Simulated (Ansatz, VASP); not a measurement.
# Al2Cu in VASP and in Ansatz

INCAR

```
PREC = Accurate ; ENCUT = 520
EDIFF = 1E-7 ; ISMEAR = 0
SIGMA = 0.15 ; LREAL = F
LASPH = T ; NELM = 100
ALGO = Fast ; ISIF = 2
LWAVE = F ; LCHARG = T
GGA = PE ; LELF = T
LVHAR = T ; NBANDS = 26
```

The input KPOINTS:

```
Automatic mesh
0
Gamma
  10 10 10
```

Contents of POSCAR:

```
Al2Cu
1.0
   -2.9051000000      2.9051000000      2.4901000000
    2.9051000000     -2.9051000000      2.4901000000
    2.9051000000      2.9051000000     -2.4901000000
Al Cu
4 2
Direct
    0.1587211657      0.6587211657      0.8174423314
    0.6587211657      0.8412788343      0.5000000000
    0.8412788343      0.3412788343      0.1825576686
    0.3412788343      0.1587211657      0.5000000000
    0.7500000000      0.7500000000      0.0000000000
    0.2500000000      0.2500000000      0.0000000000
```

Input for Ansatz:

```yaml
crystal:
  lattice:
    - [-2.9051, 2.9051, 2.4901]
    - [2.9051, -2.9051, 2.4901]
    - [2.9051, 2.9051, -2.4901]
  atoms:
    - { symbol: Al, position: [0.1587211657, 0.6587211657, 0.8174423314] }
    - { symbol: Al, position: [0.6587211657, 0.8412788343, 0.5] }
    - { symbol: Al, position: [0.8412788343, 0.3412788343, 0.1825576686] }
    - { symbol: Al, position: [0.3412788343, 0.1587211657, 0.5] }
    - { symbol: Cu, position: [0.75, 0.75, 0.0] }
    - { symbol: Cu, position: [0.25, 0.25, 0.0] }
basis:
  ecutwfc: 520.0
kpoints:
  mp_grid: { grid: [10, 10, 10] }
hamiltonian:
  xc: pbe
  pseudopotentials: { kind: paw, azcp: { folder: soft_1 } }
scf:
  occupations: { method: gaussian, width: 0.15 }
output:
  forces: true
  stress: true
  eigenvalues: true
```

Alike in both runs: task single point; functional PBE; k mesh 10 × 10 × 10; occupations gaussian, width 0.15 eV; no spin polarisation.

```csv
,VASP,Ansatz
version,VASP 6.6.1,Ansatz 0.2.0
potentials or method,"VASP PAW PBE potentials, release 64 (Al, Cu), cutoff 520 eV","scalar-relativistic, plane waves, PAW"
valence electrons in the cell,34,50
```

```tsv
	VASP	Ansatz	Ansatz less VASP
gap on the k mesh at the Fermi level (eV)	none	none	-
pressure (GPa)	7.7	7.5	-0.20
traceless stress, the component that is largest in VASP (GPa)	-5.53	-5.60	-0.067
rms of the force components (eV/Å)	0.078	0.080	+0.0016
```

Atom by atom the forces differ by 0.002 eV/Å (rms over components). A gap of «none» marks a metal or a gap that the smearing closes. With one functional, cell and mesh, what is left measures potentials, basis and numerics. VASP's potentials hold 34 valence electrons a cell and Ansatz's 50, so a difference there can come from the potentials and not from the codes.
